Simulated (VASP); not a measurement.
Write the native input for VASP 6.6.1 that does the following.

```yaml
Task: electric field gradients
Functional: PBE
Potentials_or_basis: VASP PAW PBE potentials, release 64 (W_sv)
Cutoff: 520 eV
k_mesh: 14 × 14 × 14
Occupations: fermi-dirac, width 0.05 eV
Spin: no spin polarisation
Dipole_correction: no
Further_INCAR_settings: ALGO = Normal; EDIFF = 1e-08; NBANDS = 13
```

The structure of W lies in POSCAR:

```
W
1.0
    0.0000000000      2.0300000000      2.0909000000
    2.0300000000      0.0000000000      2.0909000000
    2.0300000000      2.0300000000      0.0000000000
W
1
Direct
    0.0000000000      0.0000000000      0.0000000000
```

This cell differs from its parent crystal: zz strain of +3 %.

The input as run:

INCAR

```
SYSTEM = W
PREC = Accurate
ENCUT = 520
EDIFF = 1E-8
ISMEAR = -1
SIGMA = 0.05
LREAL = .FALSE.
LASPH = .TRUE.
NELM = 60
ALGO = Normal
ISIF = 2
LWAVE = .FALSE.
LCHARG = .FALSE.
GGA = PE
LEFG = .TRUE.
NBANDS = 13
```

KPOINTS

```
Automatic mesh
0
G
  14 14 14
  0 0 0
```

Potentials or basis: VASP PAW PBE potentials, release 64 (W_sv).

The run is started by

```bash
$ cat potpaw_PBE.64/W_sv/POTCAR > POTCAR
$ mpirun -np 1 vasp_std > vasp.out
```

It gave:

```json
{
 "Pressure": "-11.7 GPa",
 "Band gap on the k mesh": "zero (band 7 reaches 12.82 eV, above the bottom of band 8 at 9.46 eV)"
}
```

Caveat: the cell differs from its parent crystal (zz strain of +3 %); without QUAD_EFG the Cq values of the log hold for a quadrupole moment of 1 mb, not for the nuclei; spin-orbit coupling is left out, which moves the levels of the heavy elements.

It took 16 s on 1 thread of Intel(R) Xeon(R) 6975P-C (Granite Rapids), with other jobs on the host, peak memory 0.18 GiB.
